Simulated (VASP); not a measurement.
SnSe3:

```
Sn Se
1.0
    -2.27016    2.27016    5.07101
     2.27016   -2.27016    5.07101
     2.27016    2.27016   -5.07101
Sn Se
1 3
Direct
  0.00000 0.00000 0.00000
  0.50000 0.50000 0.00000
  0.25000 0.75000 0.50000
  0.75000 0.25000 0.50000
```

```yaml
Program: VASP 6.6.1
Task: relaxation of cell and atoms
Functional: PBE
Potentials_or_basis: VASP PAW PBE potentials, release 64 (Sn_d, Se)
Cutoff: 600 eV
k_mesh: 6 × 6 × 6
Occupations: gaussian, width 0.1 eV
Spin: no spin polarisation
```

At the start: pressure -5.5 GPa; volume 26.13 Å³/atom.

Q: How do energy, volume and symmetry change on relaxing?

A: Over 15 steps the energy falls by 257.3 meV/atom and the volume is 27.90 Å³/atom (+6.8 %); space group I4/mmm (No. 139, to 0.05 Å).

The path:
```tsv
step	energy change (eV)	largest force (eV/Å)	pressure (GPa)	volume (Å³)
1	0.0000	0.0000	-5.46	104.54
2	-0.3886	0.0000	0.26	91.56
3	-0.4015	0.0000	1.81	89.31
4	-0.5733	0.0000	2.17	89.36
5	-0.6149	0.0000	7.20	88.10
6	-0.6636	0.0000	5.63	88.54
7	-0.7642	0.0000	3.45	92.62
8	-0.9643	0.0000	-0.86	105.15
9	-0.8655	0.0000	-3.41	131.49
10	-0.9757	0.0000	-2.44	116.58
11	-0.9863	0.0000	-2.06	112.90
12	-1.0174	0.0000	-0.25	116.96
13	-1.0208	0.0000	-0.75	116.00
14	-1.0274	0.0000	-0.32	113.55
15	-1.0294	0.0000	0.05	111.60
```

Final structure:
```
Sn Se
1.0
    -1.96284    1.96284    7.24187
     1.96284   -1.96284    7.24187
     1.96284    1.96284   -7.24187
Sn Se
1 3
Direct
  0.00000 0.00000 0.00000
  0.50000 0.50000 0.00000
  0.25000 0.75000 0.50000
  0.75000 0.25000 0.50000
```
